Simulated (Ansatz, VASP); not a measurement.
## SnS4: VASP beside Ansatz

```
Sn S
1.0
     4.83908    0.00000    0.00000
     0.00000    4.83908    0.00000
     0.00000    0.00000    4.83908
Sn S
1 4
Cartesian
  0.0000 0.0000 0.0000
  1.4186 1.4186 1.4186
  3.4205 3.4205 1.4186
  1.4186 3.4205 3.4205
  3.4205 1.4186 3.4205
```

Change from the starting cell: species swapped into the SnI4 type (P-43m, No. 215).

Alike in both runs: functional PBE; k mesh 4 × 4 × 4; occupations gaussian, width 0.1 eV; no spin polarisation.

Ansatz relaxed the structure, and its values are those at the end. VASP's run is a single point on that final structure, the one shown.

|  | VASP | Ansatz |
| --- | --- | --- |
| version | VASP 6.6.1 | Ansatz 0.2.0 |
| potentials or method | VASP PAW PBE potentials, release 64 (Sn_d, S), cutoff 520 eV | scalar-relativistic, plane waves, PAW |
| valence electrons in the cell | 38 | 38 |

|  | VASP | Ansatz | Ansatz less VASP |
| --- | --- | --- | --- |
| gap on the k mesh at the Fermi level (eV) | none | none | - |
| pressure (GPa) | -0.5 | -0.4 | +0.12 |
| rms of the force components (eV/Å) | 0.009 | 0.002 | -0.0069 |

A gap of «none» marks a metal or a gap that the smearing closes. With one functional, cell and mesh, what is left measures potentials, basis and numerics.
